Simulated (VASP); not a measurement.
# TaAl2N3: relaxation of cell and atoms with PBE

TaAl2N3:

```
Ta Al N
1.0
     4.58680   -2.56319    0.00000
     4.58680    2.56319    0.00000
    -0.09232    0.00000    5.36015
Ta Al N
2 4 6
Cartesian
  4.6127 -2.4874 0.0523
  4.5665 2.4874 2.7324
  2.9690 0.0020 4.0606
  3.0151 -0.0020 1.3805
  6.1007 0.0063 4.0301
  6.1468 -0.0063 1.3501
  6.4037 -1.5372 0.0744
  2.7461 1.5189 2.7690
  2.7922 -1.5189 0.0889
  6.3575 1.5372 2.7545
  4.5467 0.6381 5.1161
  4.5928 -0.6381 2.4361
```

```json
{
 "Program": "VASP 6.6.1",
 "Task": "relaxation of cell and atoms",
 "Functional": "PBE",
 "Potentials or basis": "VASP PAW PBE potentials, release 64 (Ta_pv, Al, N)",
 "Cutoff": "600 eV",
 "k mesh": "4 × 4 × 4",
 "Occupations": "gaussian, width 0.1 eV",
 "Spin": "no spin polarisation",
 "Dipole correction": "no",
 "Further INCAR settings": "ALGO = Normal; EDIFF = 1e-06; IBRION = 2; EDIFFG = -0.04; NSW = 90; ISIF = 3"
}
```

```
Relaxed volume                         : 12.02 Å³/atom
Relaxed cell                           : a = 5.616 Å, b = 5.616 Å, c = 5.319 Å, α = 90.01°, β = 90.01°, γ = 59.30°
Space group after relaxing (to 0.05 Å) : Cmc2_1 (No. 36)
Energy gained by relaxing              : 240.4 meV/atom
Ionic steps                            : 84
Pressure after relaxing                : -0.1 GPa
Largest force after relaxing           : 0.035 eV/Å
Band gap on the k mesh                 : zero (band 32 reaches 7.77 eV, above the bottom of band 33 at 6.87 eV)
```

Forces in eV/Å, atoms in the order of the input:
```
Ta  -0.005  0.004  0.015
Ta  -0.005 -0.004  0.015
Al   0.007  0.019  0.012
Al   0.007 -0.019  0.012
Al  -0.005 -0.005  0.007
Al  -0.005  0.005  0.007
N    0.021  0.013  0.001
N   -0.022 -0.025 -0.013
N   -0.022  0.025 -0.013
N    0.021 -0.013  0.001
N    0.004  0.025 -0.023
N    0.004 -0.025 -0.023
```

Stress tensor (GPa, compression positive):
```
-0.14  0.00  0.01
 0.00  0.01  0.00
 0.01  0.00 -0.14
```

Step by step:
| step | energy change (eV) | largest force (eV/Å) | pressure (GPa) | volume (Å³) |
| --- | --- | --- | --- | --- |
| 1 | 0.0000 | 0.4411 | 0.20 | 126.04 |
| 4 | -0.1304 | 0.7415 | 0.13 | 126.65 |
| 7 | -0.2520 | 0.9748 | 1.07 | 127.20 |
| 10 | -0.6129 | 0.9085 | -1.19 | 129.28 |
| 13 | -0.9943 | 0.3543 | -1.12 | 130.32 |
| 16 | -1.0320 | 0.2124 | 0.12 | 129.91 |
| 19 | -1.0415 | 0.1703 | 0.28 | 129.97 |
| 22 | -1.0558 | 0.2079 | -0.12 | 130.73 |
| 25 | -1.0964 | 0.8034 | 5.66 | 131.10 |
| 28 | -1.0983 | 0.9101 | 6.19 | 131.14 |
| 31 | -1.1109 | 1.0201 | 6.70 | 131.35 |
| 34 | -1.1930 | 2.0617 | 10.71 | 133.00 |
| 37 | -1.2465 | 2.5330 | 11.31 | 134.74 |
| 40 | -1.6345 | 1.8261 | 5.75 | 139.01 |
| 43 | -1.8820 | 1.6552 | 0.44 | 143.22 |
| 46 | -2.4267 | 1.0614 | -3.89 | 145.64 |
| 49 | -2.5993 | 0.4783 | 1.85 | 142.27 |
| 52 | -2.7173 | 0.4737 | -0.20 | 144.26 |
| 55 | -2.7668 | 0.4380 | 0.49 | 144.59 |
| 58 | -2.8011 | 0.1560 | -0.29 | 145.22 |
| 61 | -2.8065 | 0.1642 | 0.26 | 144.91 |
| 64 | -2.8145 | 0.1319 | 0.00 | 144.90 |
| 67 | -2.8222 | 0.2451 | -0.23 | 145.01 |
| 70 | -2.8335 | 0.1940 | -0.40 | 144.94 |
| 73 | -2.8464 | 0.3516 | 0.29 | 143.90 |
| 76 | -2.8704 | 0.2311 | 0.42 | 144.07 |
| 79 | -2.8794 | 0.1107 | -0.38 | 144.47 |
| 82 | -2.8834 | 0.0680 | 0.25 | 144.04 |
| 84 | -2.8846 | 0.0352 | -0.09 | 144.26 |

Final structure:
```cif
data_structure
_symmetry_space_group_name_H-M 'P 1'
_symmetry_Int_Tables_number 1
_cell_length_a 5.6160
_cell_length_b 5.6160
_cell_length_c 5.3193
_cell_angle_alpha 90.006
_cell_angle_beta 90.006
_cell_angle_gamma 59.304
_cell_volume 144.26
loop_
_atom_site_label
_atom_site_type_symbol
_atom_site_fract_x
_atom_site_fract_y
_atom_site_fract_z
_atom_site_occupancy
Ta1 Ta 0.88801 0.11720 0.96289 1
Ta2 Ta 0.11720 0.88801 0.46289 1
Al1 Al 0.18662 0.46591 0.83989 1
Al2 Al 0.46591 0.18662 0.33989 1
Al3 Al 0.53849 0.81861 0.83996 1
Al4 Al 0.81861 0.53849 0.33996 1
N1 N 0.85632 0.50914 0.98073 1
N2 N 0.14842 0.49611 0.48089 1
N3 N 0.49611 0.14842 0.98089 1
N4 N 0.50914 0.85632 0.48073 1
N5 N 0.23436 0.77033 0.89977 1
N6 N 0.77033 0.23436 0.39977 1
```

Levels at points of the mesh, in eV from the Fermi level:
```tsv
k point	band 30	band 31	band 32	band 33	band 34	band 35
(0.00, 0.00, 0.00)	-3.14	-1.70	-1.61	-0.59	1.02	1.09
(0.50, 0.00, 0.00)	-3.22	-1.43	-0.51	-0.13	0.84	1.23
(0.50, 0.50, 0.00)	-3.24	-1.45	-0.49	0.01	0.94	1.48
(0.00, 0.00, 0.50)	-4.11	0.09	0.09	0.57	0.57	1.83
(0.50, 0.00, 0.50)	-3.31	-0.09	-0.09	0.54	0.54	1.52
(0.50, 0.50, 0.50)	-3.71	0.28	0.28	0.71	0.71	1.65
```

Run time: 57 min on 1 thread of Intel(R) Xeon(R) 6975P-C (Granite Rapids), with other jobs on the host, peak memory 0.38 GiB.

Caveat: spin-orbit coupling is left out, which moves the levels of the heavy elements.
